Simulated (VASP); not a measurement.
# GaSb (I-4m2) in VASP: notebook

Runs on GaSb. Level: LDA. Tasks: single point.

All numbers are computed with VASP 6.6.1; they aren't measurements. Logs are shortened: lines on timing, memory, paths and dates and some standing lists are left out, and cuts for length are marked.

### 1 The cell of the first run

Symmetry: I-4m2, No. 119, tetragonal system. The conventional cell has a = 5.757 Å, b = 5.757 Å, c = 3.324 Å, α = 90.00°, β = 90.00°, γ = 90.00°. Within 3.9 Å of Ga (site symmetry -4m2) lie 8 Sb at 3.00 to 3.81 Å and 2 Ga at 3.32 Å. Sb (site symmetry -4m2) has 8 Ga at 3.00 to 3.81 Å and 2 Sb at 3.32 Å within 3.9 Å.

### 2 Single point, LDA

INCAR reads:

```
SYSTEM = GaSb
PREC     = Accurate       ! precision mode
ENCUT    = 520            ! plane-wave cutoff, eV
EDIFF    = 1E-7           ! SCF threshold, eV
ISMEAR   = 0              ! smearing method
SIGMA    = 0.15           ! smearing width, eV
LREAL    = .FALSE.        ! projectors in reciprocal space
LASPH    = .TRUE.         ! aspherical terms in the spheres
NELM     = 100            ! most SCF steps
ALGO     = Normal         ! electronic algorithm
ISIF     = 2              ! what is computed and relaxed
LWAVE    = .FALSE.        ! write WAVECAR
LCHARG   = .TRUE.         ! write CHGCAR
LELF     = .TRUE.         ! ELF
LVHAR    = .TRUE.       
NBANDS   = 16             ! bands
```

KPOINTS reads:

```
Automatic mesh
0
G
  16 16 16
  0 0 0
```

POSCAR reads:

```
GaSb
1.0
   -2.8786500000      2.8786500000      1.6617500000
    2.8786500000     -2.8786500000      1.6617500000
    2.8786500000      2.8786500000     -1.6617500000
Ga Sb
1 1
Direct
    0.2500000000      0.7500000000      0.5000000000
    0.0000000000      0.0000000000      0.0000000000
```

Potentials or basis: VASP PAW LDA potentials, release 64 (Ga_d, Sb).

Launch:

```sh
$ cat potpaw_LDA.64/Ga_d/POTCAR potpaw_LDA.64/Sb/POTCAR > POTCAR
$ mpirun -np 1 vasp_std > vasp.out
```

OUTCAR:

```text
SYSTEM = GaSb
   PREC = Accurate
   ENCUT = 520
   EDIFF = 1E-7
   ISMEAR = 0
   LREAL = .FALSE.
   LASPH = .TRUE.
   NELM = 100
   ISIF = 2

 ion  position               nearest neighbor table
   1  0.250  0.750  0.500-   2 3.00   2 3.00   2 3.00   2 3.00
   2  0.000  0.000  0.000-   1 3.00   1 3.00   1 3.00   1 3.00

  LATTYP: Found a body centered tetragonal cell.
 ALAT       =     5.7573000000
 C/A-ratio  =     0.5772671217

  Lattice vectors:

 A1 = (  -2.8786500000,   2.8786500000,   1.6617500000)
 A2 = (   2.8786500000,  -2.8786500000,   1.6617500000)
 A3 = (   2.8786500000,   2.8786500000,  -1.6617500000)

Analysis of symmetry for initial positions (statically):
=====================================================================
 Subroutine PRICEL returns:
 Original cell was already a primitive cell.

 Routine SETGRP: Setting up the symmetry group for a
 body centered tetragonal supercell.

 Subroutine GETGRP returns: Found  8 space group operations
 (whereof  8 operations were pure point group operations)
 out of a pool of 16 trial point group operations.

The static configuration has the point symmetry D_2d.

Analysis of symmetry for dynamics (positions and initial velocities):
=====================================================================
 Subroutine PRICEL returns:
 Original cell was already a primitive cell.

 Routine SETGRP: Setting up the symmetry group for a
 body centered tetragonal supercell.

 Subroutine GETGRP returns: Found  8 space group operations
 (whereof  8 operations were pure point group operations)
 out of a pool of 16 trial point group operations.

The dynamic configuration has the point symmetry D_2d.

 Subroutine INISYM returns: Found  8 space group operations
 (whereof  8 operations are pure point group operations),
 and found     1 'primitive' translations

----------------------------------------------------------------------------------------

                                     Primitive cell

  volume of cell :      55.0812

  direct lattice vectors                    reciprocal lattice vectors
    -2.878650000  2.878650000  1.661750000     0.000000000  0.173692529  0.300887618
     2.878650000 -2.878650000  1.661750000     0.173692529  0.000000000  0.300887618
     2.878650000  2.878650000 -1.661750000     0.173692529  0.173692529  0.000000000

  length of vectors
     4.397120047  4.397120047  4.397120047     0.347422587  0.347422587  0.245638331

  position of ions in fractional coordinates (direct lattice)
     0.250000000  0.750000000  0.500000000
     0.000000000  0.000000000  0.000000000

  ion indices of the primitive-cell ions
   primitive index   ion index
                 1           1
                 2           2

----------------------------------------------------------------------------------------

 KPOINTS: Automatic mesh

Automatic generation of k-mesh.
 Grid dimensions read from file:
 generate k-points for:   16   16   16

 Generating k-lattice:

  Cartesian coordinates                     Fractional coordinates (reciprocal lattice)
     0.000000000  0.010855783  0.018805476     0.062500000  0.000000000  0.000000000
     0.010855783  0.000000000  0.018805476     0.000000000  0.062500000  0.000000000
     0.010855783  0.010855783  0.000000000     0.000000000  0.000000000  0.062500000

  Length of vectors
     0.021713912  0.021713912  0.015352396

  Shift w.r.t. Gamma in fractional coordinates (k-lattice)
     0.000000000  0.000000000  0.000000000

 Subroutine IBZKPT returns following result:
 ===========================================

 Found    349 irreducible k-points:

 Following reciprocal coordinates:
            Coordinates               Weight
  0.000000  0.000000  0.000000      1.000000
  0.062500  0.000000  0.000000      8.000000
  0.125000  0.000000  0.000000      8.000000
  0.187500  0.000000  0.000000      8.000000
  0.250000  0.000000  0.000000      8.000000
  0.312500  0.000000  0.000000      8.000000
[... 16 lines left out ...]
 -0.125000  0.062500  0.000000     16.000000
 -0.062500  0.062500  0.000000      4.000000
 [... further k-points ...]
   k-points           NKPTS =    349   k-points in BZ     NKDIM =    349   number of bands    NBANDS=     16
   number of dos      NEDOS =    301   number of ions     NIONS =      2
   total plane-waves  NPLWV =  46656
   dimension x,y,z NGX =    36 NGY =   36 NGZ =   36
   dimension x,y,z NGXF=    72 NGYF=   72 NGZF=   72
   ions per type =               1   1
   NGX,Y,Z   is equivalent  to a cutoff of  13.61, 13.61, 13.61 a.u.
   NGXF,Y,Z  is equivalent  to a cutoff of  27.22, 27.22, 27.22 a.u.
 SYSTEM =  GaSb
   PREC   = accura    normal or accurate (medium, high low for compatibility)
   ISTART =      0    job   : 0-new  1-cont  2-samecut
   ICHARG =      2    charge: 1-file 2-atom 10-const
   ISPIN  =      1    spin polarized calculation?
   LNONCOLLINEAR =      F non collinear calculations
   LSORBIT =      F    spin-orbit coupling
   LASPH  =      T    aspherical Exc in radial PAW
   ENCUT  =  520.0 eV  38.22 Ry    6.18 a.u.   8.18  8.18  8.18*2*pi/ulx,y,z
   NELM   =    100;   NELMIN=  2; NELMDL= -5     # of ELM steps
   EDIFF  = 0.1E-06   stopping-criterion for ELM
   LREAL  =      F    real-space projection
   EDIFFG = 0.1E-05   stopping-criterion for IOM
   NSW    =      0    number of steps for IOM
   IBRION =     -1    ionic relax: 0-MD 1-quasi-New 2-CG
   NFREE  =      0    steps in history (QN), initial steepest desc. (CG)
   ISIF   =      2    stress and relaxation
   ISYM   =      2    0-nonsym 1-usesym 2-fastsym
   POTIM  = 0.5000    time-step for ionic-motion
   TEBEG  =    0.0;   TEEND  =   0.0 temperature during run
   PSTRESS=    0.0 pullay stress
   NELECT =      18.0000    total number of electrons
   NUPDOWN=      -1.0000    fix difference up-down
   EMIN   =  10.00;   EMAX   =-10.00  energy-range for DOS
   EFERMI =   0.00;   METHOD = LEGACY
   ISMEAR =     0;   SIGMA  =   0.15  broadening in eV -4-tet -1-fermi 0-gaus
   EFERMI_NEDOS =   21; number of points for ismear=-14 and -15
   IALGO  =     38    algorithm
   IMIX   =      4    mixing-type and parameters
     AMIX     =   0.40;   BMIX     =  1.00
     AMIX_MAG =   1.60;   BMIX_MAG =  1.00
  volume/ion in A,a.u.               =      27.54       185.85
  Fermi-wavevector in a.u.,A,eV,Ry     =   1.127625  2.130901 17.300313  1.271537
  Thomas-Fermi vector in A             =   2.264311
   LORBIT       =      0    0 simple, 1 ext, 2 COOP (PROOUT), +10 PAW based schemes
   GGA     = CA    functional components
   LHFCALC =     F    Hartree Fock is set to
   AEXX    =    0.0000 exact exchange contribution
   IVDW    =     0    specifies the selected vdW correction
   LEPSILON=     F    determine dielectric tensor
   LRPA    =     F    only Hartree local field effects (RPA)
 non-spin polarized calculation
 Gauss-broadening in eV      SIGMA  =   0.15
  energy-cutoff  :      520.00
  volume of cell :       55.08
 maximum number of plane-waves:      1512
 NGX is ok and might be reduce to    36
   NGX = 17   NGY = 17   NGZ = 17

 number of electron      18.0000003 magnetization

 Free energy of the ion-electron system (eV)
  ---------------------------------------------------
  ext. energy  EPLUGINS =         0.00000000
  ---------------------------------------------------
  free energy    TOTEN  =        -8.05449049 eV

  energy without entropy =       -8.04457212  energy(sigma->0) =       -8.04953130

 E-fermi :   4.9376     XC(G=0):  -9.8670

 val. band max:        4.9333580433   @ k =  -0.3125   0.5000   0.2500
 cond. band min:       4.9436579995   @ k =   0.3125   0.0625   0.0625
 fundamental gap:      0.0102999562
 Fermi energy:         4.9376025166

 k-point     1 :       0.0000    0.0000    0.0000
  band No.  band energies     occupation
      1      -9.9540      2.00000
      2      -9.8798      2.00000
      3      -9.8736      2.00000
      4      -9.8736      2.00000
      5      -9.8724      2.00000
      6      -6.0848      2.00000
[... 8 lines left out ...]
     15      14.0749      0.00000
     16      15.0086      0.00000

 k-point     2 :       0.0625    0.0000    0.0000
  band No.  band energies     occupation
      1      -9.9505      2.00000
      2      -9.8801      2.00000
      3      -9.8749      2.00000
      4      -9.8749      2.00000
      5      -9.8718      2.00000
      6      -6.0204      2.00000
[... 8 lines left out ...]
     15      14.4317      0.00000
     16      14.7577      0.00000

 k-point     3 :       0.1250    0.0000    0.0000
  band No.  band energies     occupation
      1      -9.9406      2.00000
      2      -9.8812      2.00000
      3      -9.8789      2.00000
      4      -9.8783      2.00000
      5      -9.8703      2.00000
      6      -5.8284      2.00000
[... 8 lines left out ...]
     15      13.6698      0.00000
     16      14.1909      0.00000

 k-point     4 :       0.1875    0.0000    0.0000
  band No.  band energies     occupation
      1      -9.9258      2.00000
      2      -9.8855      2.00000
      3      -9.8848      2.00000
      4      -9.8809      2.00000
      5      -9.8680      2.00000
      6      -5.5123      2.00000
[... 8 lines left out ...]
     15      12.9130      0.00000
     16      13.9629      0.00000

 k-point     5 :       0.2500    0.0000    0.0000
  band No.  band energies     occupation
      1      -9.9090      2.00000
      2      -9.8918      2.00000
      3      -9.8917      2.00000
      4      -9.8823      2.00000
      5      -9.8653      2.00000
      6      -5.0806      2.00000
[... 8 lines left out ...]
     15      12.3475      0.00000
     16      14.1396      0.00000

 k-point     6 :       0.3125    0.0000    0.0000
  band No.  band energies     occupation
      1      -9.9025      2.00000
      2      -9.8988      2.00000
      3      -9.8881      2.00000
      4      -9.8833      2.00000
      5      -9.8625      2.00000
      6      -4.5515      2.00000
[... 8 lines left out ...]
     15      11.9982      0.00000
     16      14.5611      0.00000
[... 267 lines left out ...]
 k-point    21 :      -0.2500    0.0625    0.0000
  band No.  band energies     occupation
      1      -9.9253      2.00000
      2      -9.8863      2.00000
      3      -9.8848      2.00000
      4      -9.8813      2.00000
      5      -9.8669      2.00000
      6      -5.4000      2.00000
[... 8 lines left out ...]
     15      13.1132      0.00000
     16      13.8224      0.00000

 k-point    22 :      -0.1875    0.0625    0.0000
  band No.  band energies     occupation
      1      -9.9401      2.00000
      2      -9.8826      2.00000
      3      -9.8790      2.00000
      4      -9.8779      2.00000
      5      -9.8693      2.00000
      6      -5.7423      2.00000
[... 8 lines left out ...]
     15      13.7282      0.00000
     16      14.1039      0.00000

 k-point    23 :      -0.1250    0.0625    0.0000
  band No.  band energies     occupation
      1      -9.9502      2.00000
      2      -9.8810      2.00000
      3      -9.8751      2.00000
      4      -9.8745      2.00000
      5      -9.8711      2.00000
      6      -5.9623      2.00000
[... 8 lines left out ...]
     15      14.2463      0.00000
     16      14.6226      0.00000

 k-point    24 :      -0.0625    0.0625    0.0000
  band No.  band energies     occupation
      1      -9.9538      2.00000
      2      -9.8803      2.00000
      3      -9.8737      2.00000
      4      -9.8733      2.00000
      5      -9.8720      2.00000
      6      -6.0556      2.00000
[... 8 lines left out ...]
     15      13.9872      0.00000
     16      15.0501      0.00000

 [... further k-points ...]

------------------------ aborting loop because EDIFF is reached ----------------------------------------

  FORCE on cell =-STRESS in cart. coord.  units (eV):
  Direction    XX          YY          ZZ          XY          YZ          ZX
  --------------------------------------------------------------------------------------
  -------------------------------------------------------------------------------------
  Total       -2.9168060     -2.9168060     -2.6964891      0.0000000      0.0000000      0.0000000
  in kB      -84.8427463    -84.8427463    -78.4342670      0.0000000      0.0000000      0.0000000
  external PRESSURE =     -82.7065866 kB  Pullay stress =       0.0000000 kB

 VOLUME and BASIS-vectors are now :
 -----------------------------------------------------------------------------
  energy-cutoff  :      520.00
  volume of cell :       55.08
      direct lattice vectors                 reciprocal lattice vectors
    -2.878650000  2.878650000  1.661750000     0.000000000  0.173692529  0.300887618
     2.878650000 -2.878650000  1.661750000     0.173692529  0.000000000  0.300887618
     2.878650000  2.878650000 -1.661750000     0.173692529  0.173692529  0.000000000

 POSITION                                       TOTAL-FORCE (eV/Angst)
 -----------------------------------------------------------------------------------
      2.87865      0.00000      0.83088        -0.000000      0.000000     -0.000000
      0.00000      0.00000      0.00000         0.000000     -0.000000      0.000000
 -----------------------------------------------------------------------------------
    total drift:                                0.000000     -0.000000      0.000000

  FREE ENERGIE OF THE ION-ELECTRON SYSTEM (eV)
  ---------------------------------------------------
  free  energy   TOTEN  =        -8.0544904856 eV

  energy  without entropy=       -8.0445721193  energy(sigma->0) =       -8.04953130
```

Wall time 6.3 min (1 thread of Intel Xeon Platinum 8488C (Sapphire Rapids), shared host); peak memory 0.42 GiB.

What came out:

- Free energy: -8.0545 eV
- Pressure: -8.3 GPa
- Band gap on the k mesh: zero (bands 9 and 10 overlap by 4.12 eV)

Caveat: the cell stands under tension; spin-orbit coupling is left out, which moves the levels of the heavy elements.

### 3 Single point, LDA

This run uses another cell than the first one, of 28.56 Å³/atom.

INCAR reads:

```
SYSTEM = GaSb
ALGO = Normal
EDIFF = 1E-6
ENCUT = 520
ISIF = 2
ISMEAR = 0
LASPH = .True.
LCHARG = .False.
LREAL = .False.
LWAVE = .False.
NBANDS = 16
NELM = 60
PREC = Accurate
SIGMA = 0.15
```

KPOINTS reads:

```
k-points
0
Gamma
  16 16 16
  0 0 0
```

POSCAR reads:

```
GaSb
1.0
   -2.8786500000      2.8786500000      1.7233000000
    2.8786500000     -2.8786500000      1.7233000000
    2.8786500000      2.8786500000     -1.7233000000
Ga Sb
1 1
Direct
    0.2500000000      0.7500000000      0.5000000000
    0.0000000000      0.0000000000      0.0000000000
```

Potentials or basis: VASP PAW LDA potentials, release 64 (Ga_d, Sb).

Launch:

```sh
$ cat potpaw_LDA.64/Ga_d/POTCAR potpaw_LDA.64/Sb/POTCAR > POTCAR
$ mpirun -np 1 vasp_std > vasp.out
```

Run time: 5.4 min. Hardware: 1 thread of Intel Xeon Platinum 8488C (Sapphire Rapids), shared host; peak memory 0.43 GiB.

Results (log left out):

```yaml
Free_energy: -7.9490 eV
Pressure: -8.8 GPa
Band_gap_on_the_k_mesh: zero (bands 9 and 10 overlap by 4.13 eV)
```

Stress tensor (GPa, compression positive):
```
-8.88  0.00  0.00
 0.00 -8.88  0.00
 0.00  0.00 -8.69
```

Levels at points of the mesh, in eV from the Fermi level:
```tsv
k point	band 5	band 6	band 7	band 8	band 9	band 10	band 11	band 12	band 13	band 14
(0.00, 0.00, 0.00)	-14.79	-10.80	-3.22	-1.34	-1.34	3.60	3.91	6.11	6.27	6.27
(0.50, 0.00, 0.00)	-14.78	-8.24	-5.03	-2.25	-1.25	-0.79	2.66	2.90	4.54	7.73
(0.50, 0.50, 0.00)	-14.79	-9.63	-7.06	0.15	1.75	1.84	2.29	3.63	5.58	7.43
(0.50, 0.50, 0.50)	-14.78	-8.82	-5.43	-3.95	-3.95	2.48	4.13	8.81	8.81	10.81
```

Caveat: the cell stands under tension; spin-orbit coupling is left out, which moves the levels of the heavy elements.

### 4 Single point, LDA

This run uses another cell than the first one, of 21.90 Å³/atom.

INCAR reads:

```
PREC = Accurate ; ENCUT = 520
EDIFF = 1E-6 ; ISMEAR = 0
SIGMA = 0.15 ; LREAL = F
LASPH = T ; NELM = 80
ALGO = Normal ; ISIF = 2
LWAVE = F ; LCHARG = F
NBANDS = 16
```

KPOINTS reads:

```
Automatic mesh
0
Gamma
  16 16 16
```

POSCAR reads:

```
GaSb
1.0
   -2.6454500000      2.6454500000      1.5643000000
    2.6454500000     -2.6454500000      1.5643000000
    2.6454500000      2.6454500000     -1.5643000000
Ga Sb
1 1
Direct
    0.2500000000      0.7500000000      0.5000000000
    0.0000000000      0.0000000000      0.0000000000
```

Launch:

```sh
$ cat potpaw_LDA.64/Ga_d/POTCAR potpaw_LDA.64/Sb/POTCAR > POTCAR
$ mpirun -np 1 vasp_std > vasp.out
```

Run time: 2.4 min. Hardware: 1 thread of Intel Xeon Platinum 8488C (Sapphire Rapids), shared host; peak memory 0.35 GiB.

The run converged. Its results:

```yaml
Free_energy: -8.3708 eV
Pressure: 1.5 GPa
Band_gap_on_the_k_mesh: zero (bands 9 and 10 overlap by 5.46 eV)
```

Stress tensor (GPa, compression positive):
```
 2.32  0.00  0.00
 0.00  2.32  0.00
 0.00  0.00 -0.07
```

Levels at points of the mesh, in eV from the Fermi level:
```csv
k point,band 5,band 6,band 7,band 8,band 9,band 10,band 11,band 12,band 13,band 14
"(0.00, 0.00, 0.00)",-15.04,-12.71,-2.48,-2.01,-2.01,3.41,5.19,7.56,7.66,7.66
"(0.50, 0.00, 0.00)",-15.01,-8.69,-6.17,-2.48,-1.79,-1.27,2.26,3.53,5.56,8.49
"(0.50, 0.50, 0.00)",-15.03,-10.96,-8.65,0.13,1.81,2.60,2.70,4.62,6.39,8.33
"(0.50, 0.50, 0.50)",-15.03,-9.48,-6.17,-5.51,-5.51,3.25,4.64,11.50,11.50,12.91
```

Caveat: spin-orbit coupling is left out, which moves the levels of the heavy elements.

### 5 Overview

| cell | gap on the mesh (eV) | pressure (GPa) |
| --- | --- | --- |
| a = 4.397 Å, angles 98.2, 98.2, 135.6°, 2 atoms | none | -8.3 |
| a = 4.421 Å, angles 98.7, 98.7, 134.1°, 2 atoms | none | -8.8 |
| a = 4.055 Å, angles 98.6, 98.6, 134.6°, 2 atoms | none | 1.5 |

Alike in all rows: task single point; level LDA; potentials or basis VASP PAW LDA potentials, release 64 (Ga_d, Sb); no spin polarisation; k mesh 16 × 16 × 16; cutoff (eV) 520; smearing gaussian 0.15 eV.

Caveats: spin-orbit coupling is left out, which moves the levels of the heavy elements; the cell stands under tension (at least some runs).

Absolute energies hang on the potentials; compare differences alone.
